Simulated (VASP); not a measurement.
# Ba3CS: single point with PBE

Crystal: Ba3CS.

```
C S Ba
1.0
     5.86719    0.00000    0.00000
     0.00000    5.86719    0.00000
     0.00000    0.00000    5.86719
C S Ba
1 1 3
Direct
  0.00000 0.00000 0.00000
  0.50000 0.50000 0.50000
  0.50000 0.50000 0.00000
  0.50000 0.00000 0.50000
  0.00000 0.50000 0.50000
```

| Quantity | Value |
| --- | --- |
| Program | VASP 6.6.1 |
| Task | single point |
| Functional | PBE |
| Potentials or basis | VASP PAW PBE potentials, release 64 (C, S, Ba_sv) |
| Cutoff | 520 eV |
| k mesh | 4 × 4 × 4 |
| Occupations | gaussian, width 0.05 eV |
| Spin | no spin polarisation |
| Dipole correction | no |
| Further INCAR settings | ALGO = Normal; EDIFF = 1e-07; NBANDS = 28 |

```
Pressure               : 1.0 GPa
Band gap on the k mesh : zero (band 20 reaches 2.09 eV, above the bottom of band 21 at 1.95 eV)
```

Levels at points of the mesh, in eV from the Fermi level:
| k point | band 17 | band 18 | band 19 | band 20 | band 21 | band 22 | band 23 | band 24 |
| --- | --- | --- | --- | --- | --- | --- | --- | --- |
| (0.00, 0.00, 0.00) | -2.77 | -0.48 | -0.10 | -0.10 | -0.10 | 0.32 | 0.32 | 0.38 |
| (0.50, 0.00, 0.00) | -2.97 | -1.14 | -0.14 | -0.14 | 0.10 | 0.93 | 1.45 | 1.74 |
| (0.50, 0.50, 0.00) | -3.17 | -0.53 | -0.53 | -0.27 | 1.43 | 1.43 | 1.80 | 1.80 |
| (0.50, 0.50, 0.50) | -4.85 | 0.04 | 0.04 | 0.04 | 0.92 | 1.27 | 1.27 | 1.27 |

Run time: 100 s on 1 thread of Intel(R) Xeon(R) Platinum 8259CL CPU @ 2.50GHz (Skylake/Cascade Lake), with other jobs on the host, peak memory 0.33 GiB.

Caveat: spin-orbit coupling is left out, which moves the levels of the heavy elements.
